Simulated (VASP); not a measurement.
## KF: single point with PBE

The system is KF.

```
K F
1.0
     0.08905    2.79846    2.79846
     2.79846    0.08905    2.79846
     2.79846    2.79846    0.08905
K F
1 1
Direct
  0.00000 0.00000 0.00000
  0.50000 0.50000 0.50000
```

```json
{
 "Program": "VASP 6.6.1",
 "Task": "single point",
 "Functional": "PBE",
 "Potentials or basis": "VASP PAW PBE potentials, release 64 (K_sv, F)",
 "Cutoff": "520 eV",
 "k mesh": "8 × 8 × 8",
 "Occupations": "gaussian, width 0.05 eV",
 "Spin": "no spin polarisation"
}
```

```json
{"Pressure": "-1.3 GPa", "Band gap on the k mesh": "5.69 eV"}
```

Stress tensor (GPa, compression positive):
```
-1.26 -0.48 -0.48
-0.48 -1.26 -0.48
-0.48 -0.48 -1.26
```

Levels at points of the mesh, in eV from the valence-band top:
| k point | band 6 | band 7 | band 8 | band 9 | band 10 | band 11 |
| --- | --- | --- | --- | --- | --- | --- |
| (0.00, 0.00, 0.00) | -0.05 | 0.00 | 0.00 | 5.69 | 10.11 | 10.53 |
| (0.50, 0.00, 0.00) | -0.72 | -0.35 | -0.28 | 8.70 | 9.97 | 11.44 |
| (0.50, 0.50, 0.00) | -0.27 | -0.11 | -0.07 | 8.08 | 9.77 | 11.09 |
| (0.50, 0.50, 0.50) | -0.72 | -0.25 | -0.25 | 8.52 | 9.81 | 11.56 |

Wall time 69 s on 1 thread of Intel Xeon 8259CL, on a shared host, peak memory 0.19 GiB.

A k mesh can miss the band edges.
